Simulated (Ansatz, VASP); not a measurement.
Two plane-wave programs on TiO

File POSCAR:

```
TiO
1.0
    0.0000000000      2.4666330509      2.4666330509
    2.4666330509      0.0000000000      2.4666330509
    2.4666330509      2.4666330509      0.0000000000
Ti O
1 1
Direct
    0.0000000000      0.0000000000      0.0000000000
    0.2500000000      0.2500000000      0.2500000000
```

File INCAR.step1:

```
SYSTEM = TiO
PREC = Accurate ; ENCUT = 520
ISMEAR = 0 ; SIGMA = 0.1
LREAL = .False. ; LASPH = .True.
NELM = 150 ; LMAXMIX = 4
LDAU = .True. ; LDAUTYPE = 2
LDAUL = 2 -1 ; LDAUU = 4 0
LDAUJ = 0 0 ; NBANDS = 16
GGA = PE ; ALGO = Normal
EDIFF = 1E-4 ; LWAVE = .True.
LCHARG = .False.
```

INCAR.step2

```
SYSTEM = TiO
PREC = Accurate ; ENCUT = 520
EDIFF = 1E-6 ; ISMEAR = 0
SIGMA = 0.1 ; LREAL = .False.
LASPH = .True. ; NELM = 150
ALGO = Normal ; ISIF = 2
LWAVE = .False. ; LCHARG = .False.
LMAXMIX = 4 ; LDAU = .True.
LDAUTYPE = 2 ; LDAUL = 2 -1
LDAUU = 4 0 ; LDAUJ = 0 0
LDAUPRINT = 1 ; METAGGA = R2SCAN
LMIXTAU = .True. ; NBANDS = 16
ISTART = 1
```

File KPOINTS:

```
regular mesh
0
Gamma
  16 16 16
  0 0 0
```

Input for Ansatz:

```yaml
crystal:
  lattice:
    - [0.0, 2.4666330509, 2.4666330509]
    - [2.4666330509, 0.0, 2.4666330509]
    - [2.4666330509, 2.4666330509, 0.0]
  atoms:
    - { symbol: Ti, position: [0.0, 0.0, 0.0] }
    - { symbol: O, position: [0.25, 0.25, 0.25] }
basis:
  ecutwfc: 500
kpoints:
  mp_grid: { grid: [16, 16, 16] }
hamiltonian:
  xc: r2scan
  hubbard: { sites: [{ species: Ti, l: d, u_eff: 4.0 }] }
scf:
  occupations: { method: gaussian, width: 0.1 }
output:
  forces: true
  stress: true
  eigenvalues: true
```

Alike in both runs: task single point; functional r2SCAN; k mesh 16 × 16 × 16; occupations gaussian, width 0.1 eV; no spin polarisation; Hubbard terms Ti d U = 4.0 eV.

```csv
,VASP,Ansatz
version,VASP 6.6.1,Ansatz 0.2.0
potentials or method,"VASP PAW PBE potentials, release 64 (Ti_sv, O), cutoff 520 eV","scalar-relativistic, plane waves, PAW"
valence electrons in the cell,18,18
```

```csv
,VASP,Ansatz,Ansatz less VASP
pressure (GPa),-19.4,-19.6,-0.21
```

VASP's potentials were made for PBE, not for r2SCAN. The programs project onto different local orbitals, so the same U acts differently, and such runs can settle in different states.
